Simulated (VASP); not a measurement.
Wanted: the native input for a VASP 6.6.1 run.

```yaml
Task: single point
Functional: PBE
Potentials_or_basis: VASP PAW PBE potentials, release 64 (Y_sv)
Cutoff: 520 eV
k_mesh: 12 × 12 × 12
Occupations: fermi-dirac, width 0.1 eV
Spin: no spin polarisation
Dipole_correction: no
Further_INCAR_settings: ALGO = Normal; EDIFF = 1e-06; NBANDS = 12
```

The structure of Y lies in POSCAR:

```
Y
1.0
   -1.9673071741      1.9673071741      1.9673071741
    1.9673071741     -1.9673071741      1.9673071741
    1.9673071741      1.9673071741     -1.9673071741
Y
1
Direct
    0.0000000000      0.0000000000      0.0000000000
```

This isn't the form of Y at room conditions, which is hcp.

One way to write it, as run:

INCAR

```
  PREC = Accurate
  ENCUT = 520
  EDIFF = 1E-6
  ISMEAR = -1
  SIGMA = 0.1
  LREAL = False
  LASPH = True
  NELM = 80
  ALGO = Normal
  ISIF = 2
  LWAVE = False
  LCHARG = True
  GGA = PE
  LELF = True
  LVHAR = True
  NBANDS = 12
```

KPOINTS

```
regular mesh
0
Gamma
  12 12 12
```

Potentials or basis: VASP PAW PBE potentials, release 64 (Y_sv).

Launch:

```sh
$ cat potpaw_PBE.64/Y_sv/POTCAR > POTCAR
$ mpirun -np 1 vasp_std > vasp.out
```

Results of the run:

The pressure is 3.5 GPa. The band gap on the k mesh is zero (an odd number of electrons rules out a gap without spin polarisation).

Caveat: the cell stands under pressure.

Run time: 16 s on 1 thread of AMD EPYC 9R45 96-Core Processor (Zen 5), on a shared host, peak memory 0.16 GiB.
